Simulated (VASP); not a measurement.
BSe3:

```
B Se
1.0
     4.36080    0.00000    0.00000
     0.00000    4.36080    0.00000
     0.00000    0.00000    4.36080
B Se
1 3
Cartesian
  0.0000 0.0000 0.0000
  0.0000 2.1804 2.1804
  2.1804 0.0000 2.1804
  2.1804 2.1804 0.0000
```

| Property | Result |
| --- | --- |
| Program | VASP 6.6.1 |
| Task | relaxation of cell and atoms |
| Functional | PBE |
| Potentials or basis | VASP PAW PBE potentials, release 64 (B, Se) |
| Cutoff | 600 eV |
| k mesh | 4 × 4 × 4 |
| Occupations | gaussian, width 0.1 eV |
| Spin | no spin polarisation |

At the start: pressure -5.4 GPa; volume 20.73 Å³/atom.

How do energy, volume and symmetry change on relaxing?

Over 3 steps the energy falls by 43.4 meV/atom and the volume is 18.47 Å³/atom (-10.9 %); space group Pm-3m (No. 221, to 0.05 Å).

The path:
```tsv
step	energy change (eV)	largest force (eV/Å)	pressure (GPa)	volume (Å³)
1	0.0000	0.0000	-5.41	82.93
2	-0.1715	0.0000	-0.79	74.80
3	-0.1738	0.0000	-0.01	73.88
```

Final structure:
```yaml
crystal:
  lattice:
    - [4.19610, 0.00000, 0.00000]
    - [0.00000, 4.19610, 0.00000]
    - [0.00000, 0.00000, 4.19610]
  atoms:
    - { symbol: B, position: [0.00000, 0.00000, 0.00000] }
    - { symbol: Se, position: [0.00000, 0.50000, 0.50000] }
    - { symbol: Se, position: [0.50000, 0.00000, 0.50000] }
    - { symbol: Se, position: [0.50000, 0.50000, 0.00000] }
```

Caveat: the k points lie up to 0.37 Å⁻¹ apart in the final cell.
